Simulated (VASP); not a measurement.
Runs of VASP 6.6.1 on TaMo2C3. The structure is that of space group P-3m1 (No. 164), or close to it. The cells are those of the table. 

| cell | gap on the mesh (eV) | pressure (GPa) | largest force (eV/Å) |
| --- | --- | --- | --- |
| a = 3.158, b = 3.158, c = 7.787 Å, angles 90.0, 90.0, 120.0°, 6 atoms | none | -13.8 | 0.15 |
| a = 3.198, b = 3.198, c = 7.886 Å, angles 90.0, 90.0, 120.0°, 6 atoms | none | (a) | 0.17 |
| a = 3.117, b = 3.117, c = 7.686 Å, angles 90.0, 90.0, 120.0°, 6 atoms | none | -2.3 | 0.11 |
| a = 3.237, b = 3.237, c = 7.982 Å, angles 90.0, 90.0, 120.0°, 6 atoms | none | -30.5 | 0.19 |
| a = 2.987, b = 2.987, c = 7.366 Å, angles 90.0, 90.0, 120.0°, 6 atoms | none | 51.5 | (d) |
| a = 3.075, b = 3.075, c = 7.582 Å, angles 90.0, 90.0, 120.0°, 6 atoms | none | (b) | (c) |
| a = 3.031, b = 3.031, c = 7.476 Å, angles 90.0, 90.0, 120.0°, 6 atoms | none | 29.6 | 0.23 |

Alike in all rows: task single point; level PBE; potentials or basis VASP PAW PBE potentials, release 64 (Ta_pv, Mo_sv, C); no spin polarisation; k mesh 9 × 9 × 3; cutoff (eV) 600; smearing fermi-dirac 0.1 eV.

Question: Fill in the values left out.

Answer: (a) -23.0; (b) 11.9; (c) 0.16; (d) 0.32.

Caveats: spin-orbit coupling is left out, which moves the levels of the heavy elements.

A k mesh can miss the band edges, and the runs leave out spin-orbit coupling on Mo, Ta.

A gap of «none» marks levels without a gap at the run's occupations.
